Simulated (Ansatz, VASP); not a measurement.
Two plane-wave programs on FeGe

```
Fe Ge
1.0
     4.66262    0.00000    0.00000
     0.00000    4.66262    0.00000
     0.00000    0.00000    4.66262
Fe Ge
4 4
Direct
  0.13491 0.13491 0.13491
  0.36509 0.86509 0.63491
  0.63491 0.36509 0.86509
  0.86509 0.63491 0.36509
  0.84176 0.84176 0.84176
  0.65824 0.15824 0.34176
  0.34176 0.65824 0.15824
  0.15824 0.34176 0.65824
```

Alike in both runs: functional PBE; k mesh 8 × 8 × 8; occupations gaussian, width 0.05 eV; collinear spin.

Ansatz relaxed the structure, and its values are those at the end. VASP's run is a single point on that final structure, the one shown.

```csv
,VASP,Ansatz
version,VASP 6.6.1,Ansatz 0.2.0
potentials or method,"VASP PAW PBE potentials, release 64 (Fe, Ge_d), cutoff 520 eV","scalar-relativistic, plane waves, PAW"
valence electrons in the cell,88,120
```

|  | VASP | Ansatz | Ansatz less VASP |
| --- | --- | --- | --- |
| gap on the k mesh at the Fermi level (eV) | none | none | - |
| pressure (GPa) | 0.3 | 0.0 | -0.25 |
| rms of the force components (eV/Å) | 0.004 | 0.006 | +0.0015 |
| net moment per atom (μB) | 0.52 | 0.52 | 0.000 |
| size of the moment on the site where the two differ most (μB) | 0.08 | 0.05 | -0.026 |

Site moments also hang on the region over which each program counts them. A gap of «none» marks a metal or a gap that the smearing closes. VASP's potentials hold 88 valence electrons a cell and Ansatz's 120, so a difference there can come from the potentials and not from the codes.
